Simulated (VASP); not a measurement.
Si, 2 atoms in the cell. Symmetry: I4_1/amd, No. 141, tetragonal system. The conventional cell has a = 3.661 Å, b = 3.661 Å, c = 5.370 Å, α = 90.00°, β = 90.00°, γ = 90.00°. Within 3.0 Å of Si (site symmetry -4m2) lie 4 Si at 2.27 Å.  This cell differs from its parent crystal: volume 17.999 Å^3 an atom, c/a of the conventional cell 1.0371.

```yaml
Program: VASP 6.6.1
Task: single point
Functional: PBE
Potentials_or_basis: VASP PAW PBE potentials, release 64 (Si)
Cutoff: 520 eV
k_mesh: 10 × 10 × 10
Occupations: gaussian, width 0.05 eV
Spin: no spin polarisation
Dipole_correction: no
Further_INCAR_settings: ALGO = Normal; EDIFF = 1e-06; NBANDS = 11
```

Potentials or basis: VASP PAW PBE potentials, release 64 (Si).

The run is started by

```sh
$ cat potpaw_PBE.64/Si/POTCAR > POTCAR
$ mpirun -np 1 vasp_std > vasp.out
```

Hardware: 1 thread of Intel(R) Xeon(R) Platinum 8488C (Sapphire Rapids), with other jobs on the host.

Question: Estimate the wall time of this run.

Answer: Wall time 18 s on 1 thread of Intel(R) Xeon(R) Platinum 8488C (Sapphire Rapids), with other jobs on the host, peak memory 0.16 GiB. Counts: scf iterations 11, k points 102.
